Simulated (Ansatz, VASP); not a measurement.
## One calculation of ZnSe, two programs

Contents of INCAR:

```
PREC = Accurate
ENCUT = 520
EDIFF = 1E-6
ISMEAR = 0
SIGMA = 0.02
LREAL = F
LASPH = T
NELM = 60
ALGO = Normal
ISIF = 2
LWAVE = F
LCHARG = F
GGA = PS
NBANDS = 16
```

KPOINTS

```
regular mesh
0
Gamma
  8 8 8
```

Contents of POSCAR:

```
ZnSe
1.0
    0.0000000000      2.9695106820      2.9695106820
    2.9695106820      0.0000000000      2.9695106820
    2.9695106820      2.9695106820      0.0000000000
Zn Se
1 1
Direct
    0.0000000000      0.0000000000      0.0000000000
    0.7500000000      0.7500000000      0.7500000000
```

Input for Ansatz:

```yaml
crystal:
  lattice:
    - [0.0, 2.969510682, 2.969510682]
    - [2.969510682, 0.0, 2.969510682]
    - [2.969510682, 2.969510682, 0.0]
  atoms:
    - { symbol: Zn, position: [0.0, 0.0, 0.0] }
    - { symbol: Se, position: [0.75, 0.75, 0.75] }
basis:
  ecutwfc: 420
kpoints:
  mp_grid: { grid: [8, 8, 8] }
hamiltonian:
  xc: pbesol
scf:
  occupations: { method: gaussian, width: 0.02 }
output:
  forces: true
  stress: true
  eigenvalues: true
```

Alike in both runs: task single point; functional PBEsol; k mesh 8 × 8 × 8; occupations gaussian, width 0.02 eV; no spin polarisation.

|  | VASP | Ansatz |
| --- | --- | --- |
| version | VASP 6.6.1 | Ansatz 0.2.0 |
| potentials or method | VASP PAW PBE potentials, release 64 (Zn, Se), cutoff 520 eV | scalar-relativistic, plane waves, PAW |
| valence electrons in the cell | 18 | 28 |

|  | VASP | Ansatz | Ansatz less VASP |
| --- | --- | --- | --- |
| gap on the k mesh at the Fermi level (eV) | 0.65 | 0.65 | +0.001 |
| least direct gap on the mesh (eV) | 0.65 | 0.65 | +0.001 |
| pressure (GPa) | -7.1 | -7.2 | -0.13 |

VASP's potentials were made for PBE, not for PBEsol. The functional is the same, so the differences come from potentials, cutoffs and numerics. VASP's potentials hold 18 valence electrons a cell and Ansatz's 28, so a difference there can come from the potentials and not from the codes.
